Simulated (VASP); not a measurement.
# CdSe (F-43m) in VASP: notebook, part 2 of 2

VASP 6.6.1.

## 4. Single point, PBE+D3(BJ)

This run uses another cell than the first one, of 28.94 Å³/atom, 1.029 times its volume.

Input file INCAR:

```
ALGO     = Normal         # electronic algorithm
EDIFF    = 1E-6           # SCF threshold, eV
ENCUT    = 520            # plane-wave cutoff, eV
GGA      = PE             # functional
ISIF     = 2              # what is computed and relaxed
ISMEAR   = -1             # smearing method
IVDW     = 12             # dispersion correction
LASPH    = T              # aspherical terms in the spheres
LCHARG   = T              # write CHGCAR
LELF     = T              # ELF
LREAL    = F              # projectors in reciprocal space
LVHAR    = T            
LWAVE    = F              # write WAVECAR
NBANDS   = 16             # bands
NELM     = 100            # most SCF steps
PREC     = Accurate       # precision mode
SIGMA    = 0.05           # smearing width, eV
```

Input file KPOINTS:

```
k-points
0
Gamma
  8 8 8
```

Input file POSCAR:

```
CdSe
1.0
    0.0000000000      3.0702711986      3.0702711986
    3.0702711986      0.0000000000      3.0702711986
    3.0702711986      3.0702711986      0.0000000000
Cd Se
1 1
Direct
    0.0000000000      0.0000000000      0.0000000000
    0.2500000000      0.2500000000      0.2500000000
```

Potentials or basis: VASP PAW PBE potentials, release 64 (Cd, Se).

The run is started by

```console
cat potpaw_PBE.64/Cd/POTCAR potpaw_PBE.64/Se/POTCAR > POTCAR
mpirun -np 1 vasp_std > vasp.out
```

OUTCAR:

```text
EDIFF = 1E-6
   ENCUT = 520
   GGA = PE
   ISIF = 2
   ISMEAR = -1
   IVDW = 12
   LASPH = T
   LREAL = F
   NELM = 100
   PREC = Accurate
 IVDW          = 12

 ion  position               nearest neighbor table
   1  0.000  0.000  0.000-   2 2.66   2 2.66   2 2.66   2 2.66
   2  0.250  0.250  0.250-   1 2.66   1 2.66   1 2.66   1 2.66

  LATTYP: Found a face centered cubic cell.
 ALAT       =     6.1405423972

  Lattice vectors:

 A1 = (   0.0000000000,   3.0702711986,   3.0702711986)
 A2 = (   3.0702711986,   0.0000000000,   3.0702711986)
 A3 = (   3.0702711986,   3.0702711986,   0.0000000000)

Analysis of symmetry for initial positions (statically):
=====================================================================
 Subroutine PRICEL returns:
 Original cell was already a primitive cell.

 Routine SETGRP: Setting up the symmetry group for a
 face centered cubic supercell.

 Subroutine GETGRP returns: Found 24 space group operations
 (whereof 24 operations were pure point group operations)
 out of a pool of 48 trial point group operations.

The static configuration has the point symmetry T_d .

Analysis of symmetry for dynamics (positions and initial velocities):
=====================================================================
 Subroutine PRICEL returns:
 Original cell was already a primitive cell.

 Routine SETGRP: Setting up the symmetry group for a
 face centered cubic supercell.

 Subroutine GETGRP returns: Found 24 space group operations
 (whereof 24 operations were pure point group operations)
 out of a pool of 48 trial point group operations.

The dynamic configuration has the point symmetry T_d .

 Subroutine INISYM returns: Found 24 space group operations
 (whereof 24 operations are pure point group operations),
 and found     1 'primitive' translations

----------------------------------------------------------------------------------------

                                     Primitive cell

  volume of cell :      57.8842

  direct lattice vectors                    reciprocal lattice vectors
     0.000000000  3.070271199  3.070271199    -0.162852063  0.162852063  0.162852063
     3.070271199  0.000000000  3.070271199     0.162852063 -0.162852063  0.162852063
     3.070271199  3.070271199  0.000000000     0.162852063  0.162852063 -0.162852063

  length of vectors
     4.342019169  4.342019169  4.342019169     0.282068048  0.282068048  0.282068048

  position of ions in fractional coordinates (direct lattice)
     0.000000000  0.000000000  0.000000000
     0.250000000  0.250000000  0.250000000

  ion indices of the primitive-cell ions
   primitive index   ion index
                 1           1
                 2           2

----------------------------------------------------------------------------------------

 KPOINTS: k-points

Automatic generation of k-mesh.
 Grid dimensions read from file:
 generate k-points for:    8    8    8

 Generating k-lattice:

  Cartesian coordinates                     Fractional coordinates (reciprocal lattice)
    -0.020356508  0.020356508  0.020356508     0.125000000  0.000000000  0.000000000
     0.020356508 -0.020356508  0.020356508     0.000000000  0.125000000  0.000000000
     0.020356508  0.020356508 -0.020356508     0.000000000  0.000000000  0.125000000

  Length of vectors
     0.035258506  0.035258506  0.035258506

  Shift w.r.t. Gamma in fractional coordinates (k-lattice)
     0.000000000  0.000000000  0.000000000

 Subroutine IBZKPT returns following result:
 ===========================================

 Found     29 irreducible k-points:

 Following reciprocal coordinates:
            Coordinates               Weight
  0.000000  0.000000  0.000000      1.000000
  0.125000  0.000000  0.000000      8.000000
  0.250000  0.000000  0.000000      8.000000
  0.375000  0.000000  0.000000      8.000000
  0.500000  0.000000  0.000000      4.000000
  0.125000  0.125000  0.000000      6.000000
[... 16 lines left out ...]
  0.500000  0.250000  0.125000     48.000000
 -0.375000  0.250000  0.125000     24.000000
 [... further k-points ...]
   k-points           NKPTS =     29   k-points in BZ     NKDIM =     29   number of bands    NBANDS=     16
   number of dos      NEDOS =    301   number of ions     NIONS =      2
   total plane-waves  NPLWV =  32768
   dimension x,y,z NGX =    32 NGY =   32 NGZ =   32
   dimension x,y,z NGXF=    64 NGYF=   64 NGZF=   64
   ions per type =               1   1
   NGX,Y,Z   is equivalent  to a cutoff of  12.25, 12.25, 12.25 a.u.
   NGXF,Y,Z  is equivalent  to a cutoff of  24.50, 24.50, 24.50 a.u.
 SYSTEM =  unknown system
   PREC   = accura    normal or accurate (medium, high low for compatibility)
   ISTART =      0    job   : 0-new  1-cont  2-samecut
   ICHARG =      2    charge: 1-file 2-atom 10-const
   ISPIN  =      1    spin polarized calculation?
   LNONCOLLINEAR =      F non collinear calculations
   LSORBIT =      F    spin-orbit coupling
   LASPH  =      T    aspherical Exc in radial PAW
   ENCUT  =  520.0 eV  38.22 Ry    6.18 a.u.   8.07  8.07  8.07*2*pi/ulx,y,z
   NELM   =    100;   NELMIN=  2; NELMDL= -5     # of ELM steps
   EDIFF  = 0.1E-05   stopping-criterion for ELM
   LREAL  =      F    real-space projection
   EDIFFG = 0.1E-04   stopping-criterion for IOM
   NSW    =      0    number of steps for IOM
   IBRION =     -1    ionic relax: 0-MD 1-quasi-New 2-CG
   NFREE  =      0    steps in history (QN), initial steepest desc. (CG)
   ISIF   =      2    stress and relaxation
   ISYM   =      2    0-nonsym 1-usesym 2-fastsym
   POTIM  = 0.5000    time-step for ionic-motion
   TEBEG  =    0.0;   TEEND  =   0.0 temperature during run
   PSTRESS=    0.0 pullay stress
   NELECT =      18.0000    total number of electrons
   NUPDOWN=      -1.0000    fix difference up-down
   EMIN   =  10.00;   EMAX   =-10.00  energy-range for DOS
   EFERMI =   0.00;   METHOD = LEGACY
   ISMEAR =    -1;   SIGMA  =   0.05  broadening in eV -4-tet -1-fermi 0-gaus
   EFERMI_NEDOS =   21; number of points for ismear=-14 and -15
   IALGO  =     38    algorithm
   IMIX   =      4    mixing-type and parameters
     AMIX     =   0.40;   BMIX     =  1.00
     AMIX_MAG =   1.60;   BMIX_MAG =  1.00
  volume/ion in A,a.u.               =      28.94       195.31
  Fermi-wavevector in a.u.,A,eV,Ry     =   1.109121  2.095935 16.737199  1.230149
  Thomas-Fermi vector in A             =   2.245657
   LORBIT       =      0    0 simple, 1 ext, 2 COOP (PROOUT), +10 PAW based schemes
   GGA     = PE    functional components
   LHFCALC =     F    Hartree Fock is set to
   AEXX    =    0.0000 exact exchange contribution
   IVDW    =    12    specifies the selected vdW correction
   LEPSILON=     F    determine dielectric tensor
   LRPA    =     F    only Hartree local field effects (RPA)
 non-spin polarized calculation
  energy-cutoff  :      520.00
  volume of cell :       57.88
 maximum number of plane-waves:      1588
   NGX = 17   NGY = 17   NGZ = 17

 number of electron      18.0000008 magnetization

 Free energy of the ion-electron system (eV)
  ---------------------------------------------------
  ext. energy  EPLUGINS =         0.00000000
  ---------------------------------------------------
  free energy    TOTEN  =        -5.49046820 eV

  energy without entropy =       -5.49044331  energy(sigma->0) =       -5.49045576

 E-fermi :   1.0336     XC(G=0):  -8.7565

 val. band max:        0.7188190957   @ k =   0.0000   0.0000   0.0000
 cond. band min:       1.2682342118   @ k =   0.0000   0.0000   0.0000
 fundamental gap:      0.5494151160
 Fermi energy:         1.0336010099

 k-point     1 :       0.0000    0.0000    0.0000
  band No.  band energies     occupation
      1     -11.7184      2.00000
      2      -7.1233      2.00000
      3      -7.1233      2.00000
      4      -7.1233      2.00000
      5      -6.7789      2.00000
      6      -6.7789      2.00000
[... 8 lines left out ...]
     15      11.7533      0.00000
     16      11.7533      0.00000
[... 419 lines left out ...]
 k-point    24 :      -0.3750    0.2500    0.1250
  band No.  band energies     occupation
      1     -11.3164      2.00000
      2      -7.0027      2.00000
      3      -6.9803      2.00000
      4      -6.7961      2.00000
      5      -6.7636      2.00000
      6      -6.4246      2.00000
[... 8 lines left out ...]
     15      12.3171      0.00000
     16      13.2545      0.00000

 [... further k-points ...]

------------------------ aborting loop because EDIFF is reached ----------------------------------------

 Edisp (eV)   -0.61690

 E8    (eV) :    -0.2634

  FORCE on cell =-STRESS in cart. coord.  units (eV):
  Direction    XX          YY          ZZ          XY          YZ          ZX
  --------------------------------------------------------------------------------------
  -------------------------------------------------------------------------------------
  Total      -0.14602    -0.14602    -0.14602    -0.00000     0.00000    -0.00000
  in kB      -4.04158    -4.04158    -4.04158    -0.00000     0.00000    -0.00000
  external pressure =       -4.04 kB  Pullay stress =        0.00 kB

 VOLUME and BASIS-vectors are now :
 -----------------------------------------------------------------------------
  energy-cutoff  :      520.00
  volume of cell :       57.88
      direct lattice vectors                 reciprocal lattice vectors
     0.000000000  3.070271199  3.070271199    -0.162852063  0.162852063  0.162852063
     3.070271199  0.000000000  3.070271199     0.162852063 -0.162852063  0.162852063
     3.070271199  3.070271199  0.000000000     0.162852063  0.162852063 -0.162852063

 POSITION                                       TOTAL-FORCE (eV/Angst)
 -----------------------------------------------------------------------------------
      0.00000      0.00000      0.00000         0.000000      0.000000      0.000000
      1.53514      1.53514      1.53514        -0.000000     -0.000000     -0.000000
 -----------------------------------------------------------------------------------
    total drift:                               -0.000001     -0.000001     -0.000000

  FREE ENERGIE OF THE ION-ELECTRON SYSTEM (eV)
  ---------------------------------------------------
  free  energy   TOTEN  =        -6.1073693536 eV

  energy  without entropy=       -6.1073444633  energy(sigma->0) =       -6.10735691
```

It took 17 s on 1 thread of Intel Xeon 6975P-C, shared host; peak memory 0.2 GiB.

What came out:

```
Free energy                : -6.1074 eV
Pressure                   : -0.4 GPa
Band gap on the k mesh     : 0.55 eV, direct
Dispersion energy per atom : -0.308 eV
```

Levels at points of the mesh, in eV from the valence-band top:
```tsv
k point	band 5	band 6	band 7	band 8	band 9	band 10	band 11	band 12	band 13	band 14
(0.00, 0.00, 0.00)	-7.50	-7.50	0.00	0.00	0.00	0.55	5.93	5.93	5.93	9.67
(0.50, 0.00, 0.00)	-7.48	-7.22	-4.22	-0.71	-0.71	2.36	6.44	6.44	7.34	9.97
(0.50, 0.50, 0.00)	-7.44	-7.16	-3.95	-1.76	-1.76	3.19	3.73	8.98	10.05	10.05
```

As with any semilocal functional, this PBE gap is likely too small.

## 5. Single point, revPBE

This run uses another cell than the first one, of 28.94 Å³/atom, 1.029 times its volume.

Input file INCAR:

```
SYSTEM = CdSe
ALGO     = Normal         ! electronic algorithm
EDIFF    = 1E-7           ! SCF threshold, eV
ENCUT    = 520            ! plane-wave cutoff, eV
GGA      = RE             ! functional
ISIF     = 2              ! what is computed and relaxed
ISMEAR   = -1             ! smearing method
LASPH    = .TRUE.         ! aspherical terms in the spheres
LCHARG   = .FALSE.        ! write CHGCAR
LREAL    = .FALSE.        ! projectors in reciprocal space
LWAVE    = .FALSE.        ! write WAVECAR
NBANDS   = 16             ! bands
NELM     = 100            ! most SCF steps
PREC     = Accurate       ! precision mode
SIGMA    = 0.05           ! smearing width, eV
```

Input file KPOINTS:

```
k-points
0
G
  8 8 8
  0 0 0
```

POSCAR is that of step 4.

The run is started by

```console
cat potpaw_PBE.64/Cd/POTCAR potpaw_PBE.64/Se/POTCAR > POTCAR
mpirun -np 1 vasp_std > vasp.out
```

Wall time 21 s (1 thread of Intel Xeon 6975P-C, shared host); peak memory 0.19 GiB.

The run converged. Its results:

- Free energy: -4.9144 eV
- Pressure: 3.0 GPa
- Band gap on the k mesh: 0.68 eV, direct

Levels at points of the mesh, in eV from the valence-band top:
```csv
k point,band 6,band 7,band 8,band 9,band 10,band 11,band 12,band 13
"(0.00, 0.00, 0.00)",-7.50,0.00,0.00,0.00,0.68,5.99,5.99,5.99
"(0.50, 0.00, 0.00)",-7.23,-4.18,-0.70,-0.70,2.46,6.50,6.50,7.50
"(0.50, 0.50, 0.00)",-7.16,-3.92,-1.74,-1.74,3.33,3.80,9.14,10.13
```

Caveat: the PAW data sets were made with another functional, which shifts forces and pressure a little.

## 6. Single point, BLYP

This run uses another cell than the first one, of 28.94 Å³/atom, 1.029 times its volume.

Input file INCAR:

```
SYSTEM = CdSe
PREC     = Accurate       ! precision mode
ENCUT    = 520            ! plane-wave cutoff, eV
EDIFF    = 1E-7           ! SCF threshold, eV
ISMEAR   = -1             ! smearing method
SIGMA    = 0.05           ! smearing width, eV
LREAL    = .False.        ! projectors in reciprocal space
LASPH    = .True.         ! aspherical terms in the spheres
NELM     = 100            ! most SCF steps
ALGO     = Normal         ! electronic algorithm
ISIF     = 2              ! what is computed and relaxed
LWAVE    = .False.        ! write WAVECAR
LCHARG   = .False.        ! write CHGCAR
GGA      = B5             ! functional
ALDAX    = 1.0          
AGGAX    = 1.0          
AGGAC    = 1.0          
ALDAC    = 0.0          
NBANDS   = 16             ! bands
```

Input file KPOINTS:

```
Automatic mesh
0
Gamma
  8 8 8
  0 0 0
```

POSCAR is that of step 5.

Potentials or basis: VASP PAW PBE potentials, release 64 (Cd, Se).

The run is started by

```console
cat potpaw_PBE.64/Cd/POTCAR potpaw_PBE.64/Se/POTCAR > POTCAR
mpirun -np 1 vasp_std > vasp.out
```

It took 30 s on 1 thread of Intel Xeon 6975P-C, shared host; peak memory 0.18 GiB.

The run converged. Its results:

```yaml
Free_energy: -4.4914 eV
Pressure: 4.4 GPa
Band_gap_on_the_k_mesh: 0.50 eV, direct
```

Levels at points of the mesh, in eV from the valence-band top:
```tsv
k point	band 6	band 7	band 8	band 9	band 10	band 11	band 12	band 13
(0.00, 0.00, 0.00)	-7.56	0.00	0.00	0.00	0.50	5.94	5.94	5.94
(0.50, 0.00, 0.00)	-7.29	-4.21	-0.71	-0.71	2.33	6.46	6.46	7.41
(0.50, 0.50, 0.00)	-7.23	-3.96	-1.74	-1.74	3.28	3.72	9.05	9.99
```

Caveat: the PAW data sets were made with another functional, which shifts forces and pressure a little.

## 7. The runs side by side

```csv
level,cell,gap on the mesh (eV),pressure (GPa)
PBEsol,"a = 4.301 Å, angles 60.0°, 2 atoms",0.48,0.3
BLYP,"a = 4.313 Å, angles 60.0°, 2 atoms",0.55,5.6
PBE+D3(BJ),"a = 4.342 Å, angles 60.0°, 2 atoms",0.55,-0.4
revPBE,"a = 4.342 Å, angles 60.0°, 2 atoms",0.68,3.0
BLYP,"a = 4.342 Å, angles 60.0°, 2 atoms",0.50,4.4
```

Alike in all rows: task single point; potentials or basis VASP PAW PBE potentials, release 64 (Cd, Se); no spin polarisation; k mesh 8 × 8 × 8; cutoff (eV) 520; smearing fermi-dirac 0.05 eV.

Caveats: the PAW data sets were made with another functional, which shifts forces and pressure a little (some runs).

Total energies depend on the potentials used, so only differences within one code and one set of settings carry meaning.
